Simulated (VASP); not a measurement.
# Bi (I4/mmm) in VASP: further runs, part 2 of 2

VASP 6.6.1. Earlier steps stand in the parts before.

### 4 Single point, PBE+D3(BJ) (volume 30.896 Å^3 an atom, c/a of the conventional cell 0.8612)

The input, INCAR:

```
ALGO = Fast ; EDIFF = 1E-6
ENCUT = 520 ; GGA = PE
ISIF = 2 ; ISMEAR = 0
IVDW = 12 ; LASPH = True
LCHARG = False ; LREAL = False
LWAVE = False ; NBANDS = 14
NELM = 100 ; PREC = Accurate
SIGMA = 0.15
```

The input, KPOINTS:

```
k-points
0
Gamma
  18 18 18
```

The input, POSCAR:

```
Bi
1.0
   -2.0776836140      2.0776836140      1.7893011284
    2.0776836140     -2.0776836140      1.7893011284
    2.0776836140      2.0776836140     -1.7893011284
Bi
1
Direct
    0.0000000000      0.0000000000      0.0000000000
```

Potentials or basis: VASP PAW PBE potentials, release 64 (Bi_d).

Run with:

```
cat potpaw_PBE.64/Bi_d/POTCAR > POTCAR
mpirun -np 1 vasp_std > vasp.out
```

OUTCAR:

```text
EDIFF = 1E-6
   ENCUT = 520
   GGA = PE
   ISIF = 2
   ISMEAR = 0
   IVDW = 12
   LASPH = True
   LREAL = False
   NELM = 100
   PREC = Accurate
 IVDW          = 12

 ion  position               nearest neighbor table
   1  0.000  0.000  0.000-

  LATTYP: Found a body centered tetragonal cell.
 ALAT       =     4.1553672280
 C/A-ratio  =     0.8612000000

  Lattice vectors:

 A1 = (  -2.0776836140,   2.0776836140,   1.7893011284)
 A2 = (   2.0776836140,  -2.0776836140,   1.7893011284)
 A3 = (   2.0776836140,   2.0776836140,  -1.7893011284)

Analysis of symmetry for initial positions (statically):
=====================================================================
 Subroutine PRICEL returns:
 Original cell was already a primitive cell.

 Routine SETGRP: Setting up the symmetry group for a
 body centered tetragonal supercell.

 Subroutine GETGRP returns: Found 16 space group operations
 (whereof 16 operations were pure point group operations)
 out of a pool of 16 trial point group operations.

The static configuration has the point symmetry D_4h.

Analysis of symmetry for dynamics (positions and initial velocities):
=====================================================================
 Subroutine PRICEL returns:
 Original cell was already a primitive cell.

 Routine SETGRP: Setting up the symmetry group for a
 body centered tetragonal supercell.

 Subroutine GETGRP returns: Found 16 space group operations
 (whereof 16 operations were pure point group operations)
 out of a pool of 16 trial point group operations.

The dynamic configuration has the point symmetry D_4h.

 Subroutine INISYM returns: Found 16 space group operations
 (whereof 16 operations are pure point group operations),
 and found     1 'primitive' translations

----------------------------------------------------------------------------------------

                                     Primitive cell

  volume of cell :      30.8960

  direct lattice vectors                    reciprocal lattice vectors
    -2.077683614  2.077683614  1.789301128     0.000000000  0.240652617  0.279438710
     2.077683614 -2.077683614  1.789301128     0.240652617  0.000000000  0.279438710
     2.077683614  2.077683614 -1.789301128     0.240652617  0.240652617  0.000000000

  length of vectors
     3.440223383  3.440223383  3.440223383     0.368781338  0.368781338  0.340334195

  position of ions in fractional coordinates (direct lattice)
     0.000000000  0.000000000  0.000000000

  ion indices of the primitive-cell ions
   primitive index   ion index
                 1           1

----------------------------------------------------------------------------------------

 KPOINTS: k-points

Automatic generation of k-mesh.
 Grid dimensions read from file:
 generate k-points for:   18   18   18

 Generating k-lattice:

  Cartesian coordinates                     Fractional coordinates (reciprocal lattice)
     0.000000000  0.013369590  0.015524373     0.055555556 -0.000000000  0.000000000
     0.013369590  0.000000000  0.015524373    -0.000000000  0.055555556  0.000000000
     0.013369590  0.013369590  0.000000000     0.000000000  0.000000000  0.055555556

  Length of vectors
     0.020487852  0.020487852  0.018907455

  Shift w.r.t. Gamma in fractional coordinates (k-lattice)
     0.000000000  0.000000000  0.000000000

 Subroutine IBZKPT returns following result:
 ===========================================

 Found    480 irreducible k-points:

 Following reciprocal coordinates:
            Coordinates               Weight
  0.000000  0.000000  0.000000      1.000000
  0.055556 -0.000000  0.000000      8.000000
  0.111111 -0.000000  0.000000      8.000000
  0.166667 -0.000000  0.000000      8.000000
  0.222222 -0.000000  0.000000      8.000000
  0.277778  0.000000 -0.000000      8.000000
[... 16 lines left out ...]
 -0.277778  0.055556  0.000000     16.000000
 -0.222222  0.055556 -0.000000     16.000000
 [... further k-points ...]
   k-points           NKPTS =    480   k-points in BZ     NKDIM =    480   number of bands    NBANDS=     14
   number of dos      NEDOS =    301   number of ions     NIONS =      1
   total plane-waves  NPLWV =  21952
   dimension x,y,z NGX =    28 NGY =   28 NGZ =   28
   dimension x,y,z NGXF=    56 NGYF=   56 NGZF=   56
   ions per type =               1
   NGX,Y,Z   is equivalent  to a cutoff of  13.53, 13.53, 13.53 a.u.
   NGXF,Y,Z  is equivalent  to a cutoff of  27.06, 27.06, 27.06 a.u.
 SYSTEM =  unknown system
   PREC   = accura    normal or accurate (medium, high low for compatibility)
   ISTART =      0    job   : 0-new  1-cont  2-samecut
   ICHARG =      2    charge: 1-file 2-atom 10-const
   ISPIN  =      1    spin polarized calculation?
   LNONCOLLINEAR =      F non collinear calculations
   LSORBIT =      F    spin-orbit coupling
   LASPH  =      T    aspherical Exc in radial PAW
   ENCUT  =  520.0 eV  38.22 Ry    6.18 a.u.   6.40  6.40  6.40*2*pi/ulx,y,z
   NELM   =    100;   NELMIN=  2; NELMDL= -5     # of ELM steps
   EDIFF  = 0.1E-05   stopping-criterion for ELM
   LREAL  =      F    real-space projection
   EDIFFG = 0.1E-04   stopping-criterion for IOM
   NSW    =      0    number of steps for IOM
   IBRION =     -1    ionic relax: 0-MD 1-quasi-New 2-CG
   NFREE  =      0    steps in history (QN), initial steepest desc. (CG)
   ISIF   =      2    stress and relaxation
   ISYM   =      2    0-nonsym 1-usesym 2-fastsym
   POTIM  = 0.5000    time-step for ionic-motion
   TEBEG  =    0.0;   TEEND  =   0.0 temperature during run
   PSTRESS=    0.0 pullay stress
   NELECT =      15.0000    total number of electrons
   NUPDOWN=      -1.0000    fix difference up-down
   EMIN   =  10.00;   EMAX   =-10.00  energy-range for DOS
   EFERMI =   0.00;   METHOD = LEGACY
   ISMEAR =     0;   SIGMA  =   0.15  broadening in eV -4-tet -1-fermi 0-gaus
   EFERMI_NEDOS =   21; number of points for ismear=-14 and -15
   IALGO  =     68    algorithm
   IMIX   =      4    mixing-type and parameters
     AMIX     =   0.40;   BMIX     =  1.00
     AMIX_MAG =   1.60;   BMIX_MAG =  1.00
  volume/ion in A,a.u.               =      30.90       208.50
  Fermi-wavevector in a.u.,A,eV,Ry     =   1.286682  2.431476 22.525127  1.655550
  Thomas-Fermi vector in A             =   2.418742
   LORBIT       =      0    0 simple, 1 ext, 2 COOP (PROOUT), +10 PAW based schemes
   GGA     = PE    functional components
   LHFCALC =     F    Hartree Fock is set to
   AEXX    =    0.0000 exact exchange contribution
   IVDW    =    12    specifies the selected vdW correction
   LEPSILON=     F    determine dielectric tensor
   LRPA    =     F    only Hartree local field effects (RPA)
 non-spin polarized calculation
 RMM-DIIS sequential band-by-band and
 Gauss-broadening in eV      SIGMA  =   0.15
  energy-cutoff  :      520.00
  volume of cell :       30.90
 maximum number of plane-waves:       855
 NGX is ok and might be reduce to    28
   NGX = 13   NGY = 13   NGZ = 13

 number of electron      15.0000000 magnetization

 Free energy of the ion-electron system (eV)
  ---------------------------------------------------
  ext. energy  EPLUGINS =         0.00000000
  ---------------------------------------------------
  free energy    TOTEN  =        -3.74463143 eV

  energy without entropy =       -3.73682079  energy(sigma->0) =       -3.74072611

 E-fermi :   8.0678     XC(G=0): -10.3221

 val. band max:        8.0598844495   @ k =  -0.1667  -0.3333   0.0556
 cond. band min:       8.0714616396   @ k =  -0.1667  -0.1667   0.1111
 fundamental gap:      0.0115771901
 Fermi energy:         8.0678160583

 k-point     1 :       0.0000    0.0000    0.0000
  band No.  band energies     occupation
      1     -15.0527      2.00000
      2     -15.0103      2.00000
      3     -15.0103      2.00000
      4     -14.9629      2.00000
      5     -14.8772      2.00000
      6      -5.5804      2.00000
      7      12.6656      0.00000
      8      12.6656      0.00000
      9      13.8991      0.00000
     10      16.7967      0.00000
     11      17.9893      0.00000
     12      18.4198      0.00000
     13      18.4198      0.00000
     14      19.9547      0.00000
[... 377 lines left out ...]
      1     -15.0458      2.00000
      2     -15.0044      2.00000
      3     -14.9593      2.00000
      4     -14.9447      2.00000
      5     -14.8926      2.00000
      6      -4.8396      2.00000
      7       9.0249      0.00000
      8      10.9188      0.00000
      9      12.0744      0.00000
     10      15.8762      0.00000
     11      17.0208      0.00000
     12      19.3921      0.00000
     13      19.8537      0.00000
     14      21.0971      0.00000

 [... further k-points ...]

------------------------ aborting loop because EDIFF is reached ----------------------------------------

 Edisp (eV)   -0.51050

 E8    (eV) :    -0.2511

  FORCE on cell =-STRESS in cart. coord.  units (eV):
  Direction    XX          YY          ZZ          XY          YZ          ZX
  --------------------------------------------------------------------------------------
  -------------------------------------------------------------------------------------
  Total      -0.22962    -0.22962    -0.11531     0.00000    -0.00000     0.00000
  in kB     -11.90766   -11.90766    -5.97982     0.00000    -0.00000     0.00000
  external pressure =       -9.93 kB  Pullay stress =        0.00 kB

 VOLUME and BASIS-vectors are now :
 -----------------------------------------------------------------------------
  energy-cutoff  :      520.00
  volume of cell :       30.90
      direct lattice vectors                 reciprocal lattice vectors
    -2.077683614  2.077683614  1.789301128     0.000000000  0.240652617  0.279438710
     2.077683614 -2.077683614  1.789301128     0.240652617  0.000000000  0.279438710
     2.077683614  2.077683614 -1.789301128     0.240652617  0.240652617  0.000000000

 POSITION                                       TOTAL-FORCE (eV/Angst)
 -----------------------------------------------------------------------------------
      0.00000      0.00000      0.00000        -0.000000     -0.000000      0.000000
 -----------------------------------------------------------------------------------
    total drift:                               -0.000000     -0.000000     -0.000000

  FREE ENERGIE OF THE ION-ELECTRON SYSTEM (eV)
  ---------------------------------------------------
  free  energy   TOTEN  =        -4.2551331475 eV

  energy  without entropy=       -4.2473225127  energy(sigma->0) =       -4.25122783
```

stdout:

```text
POSCAR found type information on POSCAR Bi
 POSCAR found :  1 types and       1 ions
 scaLAPACK will be used
 LDA part: xc-table for (Slater+PW92), standard interpolation
 POSCAR, INCAR and KPOINTS ok, starting setup
 FFT: planning ... GRIDC
 FFT: planning ... GRID_SOFT
 FFT: planning ... GRID
 WAVECAR not read
 entering main loop
WARNING in EDDRMM: call to ZHEGV failed, returncode =   6  3     14
WARNING in EDDRMM: call to ZHEGV failed, returncode =   6  3     11
WARNING in EDDRMM: call to ZHEGV failed, returncode =   8  4     14
WARNING in EDDRMM: call to ZHEGV failed, returncode =   6  3     13
```

Wall time 85 s (1 thread of Intel Xeon 6975P-C (Granite Rapids), shared host); peak memory 0.31 GiB.

Results:

* Free energy: -4.2551 eV
* Pressure: -1.0 GPa
* Dispersion energy per atom: -0.510 eV

Stress tensor (GPa, compression positive):
```
-1.19  0.00  0.00
 0.00 -1.19  0.00
 0.00  0.00 -0.60
```

Levels at points of the mesh, in eV from the Fermi level:
```tsv
k point	band 5	band 6	band 7	band 8	band 9	band 10
(0.00, 0.00, 0.00)	-22.95	-13.65	4.60	4.60	5.83	8.73
(0.50, 0.00, 0.00)	-22.89	-10.27	-5.07	1.17	2.64	5.44
(0.50, 0.50, 0.00)	-22.90	-10.97	-5.36	2.81	4.82	7.38
(0.50, 0.50, 0.50)	-22.88	-8.67	-2.61	-2.61	-0.04	2.90
```

Caveat: spin-orbit coupling is left out, which moves the levels of the heavy elements; pairwise dispersion overbinds metals, which lowers pressure and volume.

### 5 Single point, PBE+D3(BJ) (volume 30.896 Å^3 an atom, c/a of the conventional cell 1.1612)

The input, INCAR:

```
PREC = Accurate
ENCUT = 520
EDIFF = 1E-6
ISMEAR = 0
SIGMA = 0.15
LREAL = False
LASPH = True
NELM = 100
ALGO = Fast
ISIF = 2
LWAVE = False
LCHARG = False
GGA = PE
IVDW = 12
NBANDS = 14
```

The input, KPOINTS:

```
regular mesh
0
Gamma
  18 18 18
```

The input, POSCAR:

```
Bi
1.0
   -1.8806663154      1.8806663154      2.1838297254
    1.8806663154     -1.8806663154      2.1838297254
    1.8806663154      1.8806663154     -2.1838297254
Bi
1
Direct
    0.0000000000      0.0000000000      0.0000000000
```

Run with:

```
cat potpaw_PBE.64/Bi_d/POTCAR > POTCAR
mpirun -np 1 vasp_std > vasp.out
```

It took 85 s on 1 thread of Intel Xeon 6975P-C (Granite Rapids), shared host; peak memory 0.31 GiB.

Results (log left out):

- Free energy: -4.2465 eV
- Pressure: -1.2 GPa
- Dispersion energy per atom: -0.510 eV

Stress tensor (GPa, compression positive):
```
-0.58  0.00  0.00
 0.00 -0.58  0.00
 0.00  0.00 -2.53
```

Levels at points of the mesh, in eV from the Fermi level:
| k point | band 5 | band 6 | band 7 | band 8 | band 9 | band 10 |
| --- | --- | --- | --- | --- | --- | --- |
| (0.00, 0.00, 0.00) | -22.93 | -13.60 | 4.93 | 5.17 | 5.17 | 9.08 |
| (0.50, 0.00, 0.00) | -22.87 | -10.65 | -5.24 | 2.20 | 4.00 | 6.65 |
| (0.50, 0.50, 0.00) | -22.85 | -10.13 | -4.89 | 0.79 | 2.03 | 4.96 |
| (0.50, 0.50, 0.50) | -22.87 | -8.63 | -3.23 | -0.97 | -0.97 | 3.30 |

Caveat: spin-orbit coupling is left out, which moves the levels of the heavy elements; pairwise dispersion overbinds metals, which lowers pressure and volume.

### 6 The runs side by side

```tsv
cell	further INCAR settings	gap on the mesh (eV)	pressure (GPa)
a = 3.496 Å, angles 118.4, 118.4, 92.7°, 1 atom	ALGO = Fast; EDIFF = 1e-06; NBANDS = 14	none	-1.2
a = 3.592 Å, angles 123.4, 123.4, 84.2°, 1 atom	ALGO = Fast; EDIFF = 1e-07; NBANDS = 14	none	-1.0
a = 3.440 Å, angles 105.7, 105.7, 117.3°, 1 atom	ALGO = Fast; EDIFF = 1e-06; NBANDS = 14	none	-1.0
a = 3.441 Å, angles 113.7, 113.7, 101.2°, 1 atom	ALGO = Fast; EDIFF = 1e-06; NBANDS = 14	none	-1.2
```

Alike in all rows: task single point; level PBE+D3(BJ); potentials or basis VASP PAW PBE potentials, release 64 (Bi_d); no spin polarisation; k mesh 18 × 18 × 18; cutoff (eV) 520; smearing gaussian 0.15 eV.

Caveats: spin-orbit coupling is left out, which moves the levels of the heavy elements; pairwise dispersion overbinds metals, which lowers pressure and volume.

Total energies depend on the potentials used, so only differences within one code and one set of settings carry meaning.
